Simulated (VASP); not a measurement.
# ZrAl3N4 (P4/mmm) in VASP: relaxation of cell and atoms with PBE

Aim: the relaxation of cell and atoms of ZrAl3N4 with PBE.

All numbers are computed with VASP 6.6.1; they aren't measurements. Logs are shortened: lines on timing, memory, paths and dates and some standing lists are left out, and cuts for length are marked.

**1. The cell of the first run**

It takes space group P4/mmm (No. 123, tetragonal). The conventional cell has a = 3.026 Å, b = 3.026 Å, c = 8.512 Å, α = 90.00°, β = 90.00°, γ = 90.00°. Zr (site symmetry 4/mmm) has 6 N at 2.14 to 2.30 Å within 2.8 Å. Within 2.6 Å of Al (site symmetry 4mm) lie 6 N at 1.98 to 2.28 Å. Al (site symmetry 4/mmm) has 6 N at 1.96 to 2.14 Å within 2.6 Å. N (site symmetry 4/mmm) has 4 Zr at 2.14 Å and 2 Al at 2.28 Å within 2.8 Å. N (site symmetry 4mm) has 5 Al at 1.96 to 2.14 Å and 1 Zr at 2.30 Å within 2.6 Å. Within 2.6 Å of N (site symmetry 4/mmm) lie 6 Al at 1.98 to 2.14 Å.

**2. Relaxation of cell and atoms, PBE**

INCAR reads:

```
PREC = Accurate
ENCUT = 600
EDIFF = 1E-6
ISMEAR = 0
SIGMA = 0.1
LREAL = F
LASPH = T
NELM = 80
ALGO = Fast
ISIF = 3
LWAVE = F
LCHARG = F
GGA = PE
IBRION = 2
NSW = 100
EDIFFG = -0.01
```

KPOINTS reads:

```
Automatic mesh
0
Gamma
  12 12 6
```

POSCAR reads:

```
ZrAl3N4
1.0
    3.0262622699      0.0000000000      0.0000000000
    0.0000000000      3.0262622699      0.0000000000
    0.0000000000      0.0000000000      8.5117241702
Zr Al N
1 3 4
Direct
    0.5000000000      0.5000000000      0.0000000000
    0.0000000000      0.0000000000      0.7325959719
    0.0000000000      0.0000000000      0.2674040281
    0.5000000000      0.5000000000      0.5000000000
    0.0000000000      0.0000000000      0.0000000000
    0.5000000000      0.5000000000      0.2700194881
    0.0000000000      0.0000000000      0.5000000000
    0.5000000000      0.5000000000      0.7299805119
```

Potentials or basis: VASP PAW PBE potentials, release 64 (Zr_sv, Al, N).

Started as:

```bash
> cat potpaw_PBE.64/Zr_sv/POTCAR potpaw_PBE.64/Al/POTCAR potpaw_PBE.64/N/POTCAR > POTCAR
> mpirun -np 1 vasp_std > vasp.out
```

OUTCAR:

```text
PREC = Accurate
   ENCUT = 600
   EDIFF = 1E-6
   ISMEAR = 0
   LREAL = F
   LASPH = T
   NELM = 80
   ISIF = 3
   GGA = PE
   IBRION = 2
   NSW = 100
   EDIFFG = -0.01

 ion  position               nearest neighbor table
   1  0.500  0.500  0.000-   5 2.14   5 2.14   5 2.14   5 2.14   8 2.30   6 2.30   3 3.12   3 3.12
                             2 3.12   3 3.12   2 3.12   2 3.12   3 3.12   2 3.12
   2  0.000  0.000  0.733-   7 1.98   8 2.14   8 2.14   8 2.14   8 2.14   5 2.28   4 2.92   4 2.92
                             4 2.92   4 2.92   1 3.12   1 3.12   1 3.12   1 3.12
   3  0.000  0.000  0.267-   7 1.98   6 2.14   6 2.14   6 2.14   6 2.14   5 2.28   4 2.92   4 2.92
                             4 2.92   4 2.92   1 3.12   1 3.12   1 3.12   1 3.12
   4  0.500  0.500  0.500-   6 1.96   8 1.96   7 2.14   7 2.14   7 2.14   7 2.14   3 2.92   3 2.92
                             2 2.92   3 2.92   2 2.92   2 2.92   3 2.92   2 2.92
   5  0.000  0.000  0.000-   1 2.14   1 2.14   1 2.14   1 2.14   3 2.28   2 2.28
   6  0.500  0.500  0.270-   4 1.96   3 2.14   3 2.14   3 2.14   3 2.14   1 2.30
   7  0.000  0.000  0.500-   2 1.98   3 1.98   4 2.14   4 2.14   4 2.14   4 2.14
   8  0.500  0.500  0.730-   4 1.96   2 2.14   2 2.14   2 2.14   2 2.14   1 2.30

  LATTYP: Found a simple tetragonal cell.
 ALAT       =     3.0262622699
 C/A-ratio  =     2.8126194662

  Lattice vectors:

 A1 = (   3.0262622699,   0.0000000000,   0.0000000000)
 A2 = (   0.0000000000,   3.0262622699,   0.0000000000)
 A3 = (   0.0000000000,   0.0000000000,   8.5117241702)

Analysis of symmetry for initial positions (statically):
=====================================================================
 Subroutine PRICEL returns:
 Original cell was already a primitive cell.

 Routine SETGRP: Setting up the symmetry group for a
 simple tetragonal supercell.

 Subroutine GETGRP returns: Found 16 space group operations
 (whereof 16 operations were pure point group operations)
 out of a pool of 16 trial point group operations.

The static configuration has the point symmetry D_4h.

Analysis of symmetry for dynamics (positions and initial velocities):
=====================================================================
 Subroutine PRICEL returns:
 Original cell was already a primitive cell.

 Routine SETGRP: Setting up the symmetry group for a
 simple tetragonal supercell.

 Subroutine GETGRP returns: Found 16 space group operations
 (whereof 16 operations were pure point group operations)
 out of a pool of 16 trial point group operations.

The dynamic configuration has the point symmetry D_4h.

 Subroutine INISYM returns: Found 16 space group operations
 (whereof 16 operations are pure point group operations),
 and found     1 'primitive' translations

----------------------------------------------------------------------------------------

                                     Primitive cell

  volume of cell :      77.9526

  direct lattice vectors                    reciprocal lattice vectors
     3.026262270  0.000000000  0.000000000     0.330440626  0.000000000  0.000000000
     0.000000000  3.026262270  0.000000000     0.000000000  0.330440626  0.000000000
     0.000000000  0.000000000  8.511724170     0.000000000  0.000000000  0.117485010

  length of vectors
     3.026262270  3.026262270  8.511724170     0.330440626  0.330440626  0.117485010

  position of ions in fractional coordinates (direct lattice)
     0.500000000  0.500000000  0.000000000
     0.000000000  0.000000000  0.732595972
     0.000000000  0.000000000  0.267404028
     0.500000000  0.500000000  0.500000000
     0.000000000  0.000000000  0.000000000
     0.500000000  0.500000000  0.270019488
     0.000000000  0.000000000  0.500000000
     0.500000000  0.500000000  0.729980512

  ion indices of the primitive-cell ions
   primitive index   ion index
                 1           1
                 2           2
                 3           3
                 4           4
                 5           5
                 6           6
                 7           7
                 8           8

----------------------------------------------------------------------------------------

 KPOINTS: Automatic mesh

Automatic generation of k-mesh.
 Grid dimensions read from file:
 generate k-points for:   12   12    6

 Generating k-lattice:

  Cartesian coordinates                     Fractional coordinates (reciprocal lattice)
     0.027536719  0.000000000  0.000000000     0.083333333  0.000000000  0.000000000
     0.000000000  0.027536719  0.000000000     0.000000000  0.083333333  0.000000000
     0.000000000  0.000000000  0.019580835     0.000000000  0.000000000  0.166666667

  Length of vectors
     0.027536719  0.027536719  0.019580835

  Shift w.r.t. Gamma in fractional coordinates (k-lattice)
     0.000000000  0.000000000  0.000000000

 Subroutine IBZKPT returns following result:
 ===========================================

 Found    112 irreducible k-points:

 Following reciprocal coordinates:
            Coordinates               Weight
  0.000000  0.000000  0.000000      1.000000
  0.083333  0.000000  0.000000      4.000000
  0.166667  0.000000  0.000000      4.000000
  0.250000  0.000000  0.000000      4.000000
  0.333333  0.000000  0.000000      4.000000
  0.416667  0.000000  0.000000      4.000000
[... 16 lines left out ...]
  0.333333  0.333333  0.000000      4.000000
  0.416667  0.333333  0.000000      8.000000
 [... further k-points ...]
   k-points           NKPTS =    112   k-points in BZ     NKDIM =    112   number of bands    NBANDS=     25
   number of dos      NEDOS =    301   number of ions     NIONS =      8
   total plane-waves  NPLWV =  40320
   dimension x,y,z NGX =    24 NGY =   24 NGZ =   70
   dimension x,y,z NGXF=    48 NGYF=   48 NGZF=  140
   ions per type =               1   3   4
   NGX,Y,Z   is equivalent  to a cutoff of  13.18, 13.18, 13.67 a.u.
   NGXF,Y,Z  is equivalent  to a cutoff of  26.37, 26.37, 27.34 a.u.
 SYSTEM =  unknown system
   PREC   = accura    normal or accurate (medium, high low for compatibility)
   ISTART =      0    job   : 0-new  1-cont  2-samecut
   ICHARG =      2    charge: 1-file 2-atom 10-const
   ISPIN  =      1    spin polarized calculation?
   LNONCOLLINEAR =      F non collinear calculations
   LSORBIT =      F    spin-orbit coupling
   LASPH  =      T    aspherical Exc in radial PAW
   ENCUT  =  600.0 eV  44.10 Ry    6.64 a.u.   6.04  6.04 17.00*2*pi/ulx,y,z
   NELM   =     80;   NELMIN=  2; NELMDL= -5     # of ELM steps
   EDIFF  = 0.1E-05   stopping-criterion for ELM
   LREAL  =      F    real-space projection
   EDIFFG = -.1E-01   stopping-criterion for IOM
   NSW    =    100    number of steps for IOM
   IBRION =      2    ionic relax: 0-MD 1-quasi-New 2-CG
   NFREE  =      1    steps in history (QN), initial steepest desc. (CG)
   ISIF   =      3    stress and relaxation
   ISYM   =      2    0-nonsym 1-usesym 2-fastsym
   POTIM  = 0.5000    time-step for ionic-motion
   TEBEG  =    0.0;   TEEND  =   0.0 temperature during run
   PSTRESS=    0.0 pullay stress
   NELECT =      41.0000    total number of electrons
   NUPDOWN=      -1.0000    fix difference up-down
   EMIN   =  10.00;   EMAX   =-10.00  energy-range for DOS
   EFERMI =   0.00;   METHOD = LEGACY
   ISMEAR =     0;   SIGMA  =   0.10  broadening in eV -4-tet -1-fermi 0-gaus
   EFERMI_NEDOS =   21; number of points for ismear=-14 and -15
   IALGO  =     68    algorithm
   IMIX   =      4    mixing-type and parameters
     AMIX     =   0.40;   BMIX     =  1.00
     AMIX_MAG =   1.60;   BMIX_MAG =  1.00
  volume/ion in A,a.u.               =       9.74        65.76
  Fermi-wavevector in a.u.,A,eV,Ry     =   1.321476  2.497227 23.759832  1.746298
  Thomas-Fermi vector in A             =   2.451227
   LORBIT       =      0    0 simple, 1 ext, 2 COOP (PROOUT), +10 PAW based schemes
   GGA     = PE    functional components
   LHFCALC =     F    Hartree Fock is set to
   AEXX    =    0.0000 exact exchange contribution
   IVDW    =     0    specifies the selected vdW correction
   LEPSILON=     F    determine dielectric tensor
   LRPA    =     F    only Hartree local field effects (RPA)
 conjugate gradient relaxation of ions
 non-spin polarized calculation
 RMM-DIIS sequential band-by-band and
 Gauss-broadening in eV      SIGMA  =   0.10
  energy-cutoff  :      600.00
  volume of cell :       77.95
 maximum number of plane-waves:      2636
   NGX = 13   NGY = 13   NGZ = 35

--------------------------------------- Ionic step        1  -------------------------------------------

 number of electron      41.0000006 magnetization

 Free energy of the ion-electron system (eV)
  ---------------------------------------------------
  ext. energy  EPLUGINS =         0.00000000
  ---------------------------------------------------
  free energy    TOTEN  =       -62.09365459 eV

  energy without entropy =      -62.08534179  energy(sigma->0) =      -62.08949819

------------------------ aborting loop because EDIFF is reached ----------------------------------------

  FORCE on cell =-STRESS in cart. coord.  units (eV):
  Direction    XX          YY          ZZ          XY          YZ          ZX
  --------------------------------------------------------------------------------------
  -------------------------------------------------------------------------------------
  Total        0.2036028      0.2036028     -0.3229565      0.0000000      0.0000000      0.0000000
  in kB        4.1846939      4.1846939     -6.6377964      0.0000000      0.0000000      0.0000000
  external PRESSURE =       0.5771971 kB  Pullay stress =       0.0000000 kB
[... 195 lines left out ...]
  energy  without entropy=      -62.0864246444  energy(sigma->0) =      -62.09053632

--------------------------------------- Ionic step        6  -------------------------------------------

 number of electron      41.0000006 magnetization

 Free energy of the ion-electron system (eV)
  ---------------------------------------------------
  ext. energy  EPLUGINS =         0.00000000
  ---------------------------------------------------
  free energy    TOTEN  =       -62.09468404 eV

  energy without entropy =      -62.08647104  energy(sigma->0) =      -62.09057754

 E-fermi :  11.9755     XC(G=0): -12.0757

 val. band max:       11.9716441464   @ k =   0.4167   0.2500   0.0000
 cond. band min:      11.9989572441   @ k =   0.4167   0.2500   0.1667
 fundamental gap:      0.0273130977
 Fermi energy:        11.9755263862

 k-point     1 :       0.0000    0.0000    0.0000
  band No.  band energies     occupation
      1     -37.4969      2.00000
      2     -15.8936      2.00000
      3     -15.2733      2.00000
      4     -15.2733      2.00000
      5      -7.1617      2.00000
      6      -5.5724      2.00000
[... 661 lines left out ...]
     24      14.8881      0.00000
     25      15.5148      0.00000

 [... further k-points ...]
[... 5 lines left out ...]
  --------------------------------------------------------------------------------------
  -------------------------------------------------------------------------------------
  Total       -0.0120908     -0.0120908     -0.0097051      0.0000000     -0.0000000      0.0000000
  in kB       -0.2485213     -0.2485213     -0.1994840      0.0000000     -0.0000000      0.0000000
  external PRESSURE =      -0.2321756 kB  Pullay stress =       0.0000000 kB
[... 23 lines left out ...]
  FREE ENERGIE OF THE ION-ELECTRON SYSTEM (eV)
  ---------------------------------------------------
  free  energy   TOTEN  =       -62.0946840357 eV

  energy  without entropy=      -62.0864710420  energy(sigma->0) =      -62.09057754

 reached required accuracy - stopping structural energy minimisation
```

Wall time 17 min (1 thread of AMD EPYC 9755, shared host); peak memory 0.35 GiB.

Results:

- Free energy: -62.0947 eV
- Energy gained by relaxing: 0.1 meV/atom
- Ionic steps: 6
- Pressure after relaxing: 0.0 GPa
- Largest force after relaxing: 0.008 eV/Å
- Band gap on the k mesh: zero (an odd number of electrons rules out a gap without spin polarisation)

Forces in eV/Å, atoms in the order of the input:
```
Zr   0.000  0.000  0.000
Al   0.000  0.000 -0.004
Al   0.000  0.000  0.004
Al   0.000  0.000  0.000
N    0.000  0.000  0.000
N    0.000  0.000 -0.008
N    0.000  0.000  0.000
N    0.000  0.000  0.008
```

The path:
```
step  energy change (eV)  largest force (eV/Å)  pressure (GPa)  volume (Å³)
   1              0.0000                0.0256            0.06        77.95
   2             -0.0008                0.0383           -0.09        77.99
   3             -0.0009                0.0432           -0.14        78.01
   4             -0.0010                0.0212            0.09        77.91
   5             -0.0010                0.0177            0.07        77.92
   6             -0.0010                0.0080           -0.02        77.95
```

Final structure:
```cif
data_structure
_symmetry_space_group_name_H-M 'P 1'
_symmetry_Int_Tables_number 1
_cell_length_a 3.0310
_cell_length_b 3.0310
_cell_length_c 8.4843
_cell_angle_alpha 90.000
_cell_angle_beta 90.000
_cell_angle_gamma 90.000
_cell_volume 77.95
loop_
_atom_site_label
_atom_site_type_symbol
_atom_site_fract_x
_atom_site_fract_y
_atom_site_fract_z
_atom_site_occupancy
Zr1 Zr 0.50000 0.50000 0.00000 1
Al1 Al 0.00000 0.00000 0.73321 1
Al2 Al 0.00000 0.00000 0.26679 1
Al3 Al 0.50000 0.50000 0.50000 1
N1 N 0.00000 0.00000 0.00000 1
N2 N 0.50000 0.50000 0.26977 1
N3 N 0.00000 0.00000 0.50000 1
N4 N 0.50000 0.50000 0.73023 1
```

Levels at points of the mesh, in eV from the Fermi level:
```csv
k point,band 18,band 19,band 20,band 21,band 22,band 23
"(0.00, 0.00, 0.00)",-3.29,-3.01,-2.78,-2.78,0.21,1.80
"(0.50, 0.00, 0.00)",-3.99,-3.95,-3.84,2.06,2.33,2.79
"(0.50, 0.50, 0.00)",-4.59,-3.55,-3.55,-1.28,-1.28,-0.04
"(0.00, 0.00, 0.50)",-3.31,-3.01,-2.99,-2.99,1.28,1.58
"(0.50, 0.00, 0.50)",-3.94,-3.89,-3.84,2.44,2.79,2.82
"(0.50, 0.50, 0.50)",-5.46,-3.72,-3.72,-0.70,-0.70,1.10
```

Caveat: an odd number of electrons without spin polarisation forces a metal; a magnetic or distorted state may lie lower.

The gap in the log of VASP goes by the Fermi energy; the results here count the filled bands.